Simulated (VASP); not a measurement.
Input of a VASP 6.6.1 run:

The input INCAR:

```
PREC = Accurate
ENCUT = 520
EDIFF = 1E-6
ISMEAR = -1
SIGMA = 0.01
LREAL = F
LASPH = T
NELM = 80
ALGO = Normal
ISIF = 2
LWAVE = F
LCHARG = F
GGA = PE
NBANDS = 16
```

File KPOINTS:

```
regular mesh
0
Gamma
  8 8 8
```

POSCAR

```
ZnS
1.0
    0.0000000000      2.6235105000      2.7046500000
    2.6235105000      0.0000000000      2.7046500000
    2.6235105000      2.6235105000      0.0000000000
Zn S
1 1
Direct
    0.0000000000      0.0000000000      0.0000000000
    0.7500000000      0.7500000000      0.7500000000
```

Potentials or basis: VASP PAW PBE potentials, release 64 (Zn, S).

Launch:

```console
$ cat potpaw_PBE.64/Zn/POTCAR potpaw_PBE.64/S/POTCAR > POTCAR
$ mpirun -np 1 vasp_std > vasp.out
```

Q: What does it give for the band gap on the k mesh?

A: 2.33 eV, direct.

Q: What does it give for the pressure?

A: 6.7 GPa.

Stress tensor (GPa, compression positive):
```
7.16 0.00 0.00
0.00 7.16 0.00
0.00 0.00 5.93
```

Caveat: the cell differs from its parent crystal (equal xx and yy strain of -3 %).
